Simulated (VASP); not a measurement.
The system is AgCl (zincblende type).

```
Ag Cl
1.0
     0.00000    2.81832    2.81832
     2.81832    0.00000    2.81832
     2.81832    2.81832    0.00000
Ag Cl
1 1
Direct
  0.00000 0.00000 0.00000
  0.25000 0.25000 0.25000
```

* Program: VASP 6.6.1
* Task: relaxation of cell and atoms
* Functional: PBE
* Potentials or basis: VASP PAW PBE potentials, release 64 (Ag, Cl)
* Cutoff: 600 eV
* k mesh: 11 × 11 × 11
* Occupations: fermi-dirac, width 0.03 eV
* Spin: no spin polarisation

At the start: pressure 11.2 GPa; volume 22.39 Å³/atom.

**Question.** Where does the relaxation end?

**Answer.** Over 3 steps the energy falls by 149.5 meV/atom and the volume is 27.70 Å³/atom (+23.7 %); space group F-43m (No. 216, to 0.05 Å).

The path:
```tsv
step	energy change (eV)	largest force (eV/Å)	pressure (GPa)	volume (Å³)
1	0.0000	0.0000	11.17	44.77
2	-0.2988	0.0000	-0.12	55.67
3	-0.2989	0.0000	0.01	55.40
```

Final structure:
```xyz
2
Lattice="0.0000 3.0258 3.0258 3.0258 0.0000 3.0258 3.0258 3.0258 0.0000" Properties=species:S:1:pos:R:3 pbc="T T T"
Ag    0.0000    0.0000    0.0000
Cl    1.5129    1.5129    1.5129
```

Caveat: the volume moved by over 15 % at a fixed basis, so the end points are rough.
